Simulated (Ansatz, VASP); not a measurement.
# ReS in VASP and in Ansatz

```
Re S
1.0
     3.59489    0.00000    0.00000
    -1.79745    3.11327    0.00000
     0.00000    0.00000    5.35780
Re S
2 2
Direct
  0.00000 0.00000 0.00000
  0.00000 0.00000 0.50000
  0.33333 0.66667 0.25000
  0.66667 0.33333 0.75000
```

Alike in both runs: functional PBE; k mesh 12 × 12 × 8; occupations gaussian, width 0.1 eV; no spin polarisation.

Ansatz relaxed the structure, and its values are those at the end. VASP's run is a single point on that final structure, the one shown.

|  | VASP | Ansatz |
| --- | --- | --- |
| version | VASP 6.6.1 | Ansatz 0.2.0 |
| potentials or method | VASP PAW PBE potentials, release 64 (Re, S), cutoff 520 eV | scalar-relativistic, plane waves, PAW |
| valence electrons in the cell | 26 | 42 |

Ansatz gave:

```
gap on the k mesh at the Fermi level (eV) : none
pressure (GPa)                            : 0.0
```

Problem. What did VASP give for the same quantities?

Solution. gap on the k mesh at the Fermi level (eV): none; pressure (GPa): 1.0.

A gap of «none» marks a metal or a gap that the smearing closes. VASP's potentials hold 26 valence electrons a cell and Ansatz's 42, so a difference there can come from the potentials and not from the codes.

Neither program's run includes spin-orbit coupling.
